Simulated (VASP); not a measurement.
Input of a VASP 6.6.1 run:

Contents of POSCAR:

```
Bi
1.0
    3.0945315840      0.0000000000      0.0000000000
   -1.5472657920      2.6799429646      0.0000000000
    0.0000000000      0.0000000000      4.7877257925
Bi
2
Direct
    0.3333333333      0.6666666667      0.2500000000
    0.6666666667      0.3333333333      0.7500000000
```

File INCAR.step1:

```
ALGO = Normal
EDIFF = 1E-4
ENCUT = 520
GGA = PE
ISMEAR = 0
LASPH = T
LCHARG = F
LREAL = F
LWAVE = T
NBANDS = 22
NELM = 100
PREC = Accurate
SIGMA = 0.1
```

INCAR.step2

```
ALGO = Normal
EDIFF = 1E-6
ENCUT = 520
ISIF = 2
ISMEAR = 0
ISTART = 1
LASPH = T
LCHARG = F
LMIXTAU = T
LREAL = F
LWAVE = F
METAGGA = R2SCAN
NBANDS = 22
NELM = 100
PREC = Accurate
SIGMA = 0.1
```

Contents of KPOINTS:

```
k-points
0
Gamma
  6 6 4
```

Potentials or basis: VASP PAW PBE potentials, release 64 (Bi_d).

Command:

```bash
$ cat potpaw_PBE.64/Bi_d/POTCAR > POTCAR
$ cp INCAR.step1 INCAR
$ mpirun -np 1 vasp_std > vasp.out
$ cp INCAR.step2 INCAR
$ mpirun -np 1 vasp_std > vasp.out
```

(1) Estimate the pressure.

(2) Predict the band gap on the k mesh.

## Answers

(1) 73.1 GPa.

(2) zero (bands 15 and 16 overlap by 11.26 eV).

Caveat: the k points lie up to 0.39 Å⁻¹ apart, too coarse for converged energies and pressures of a metal; the PAW data sets were made with another functional, which shifts forces and pressure a little; spin-orbit coupling is left out, which moves the levels of the heavy elements.
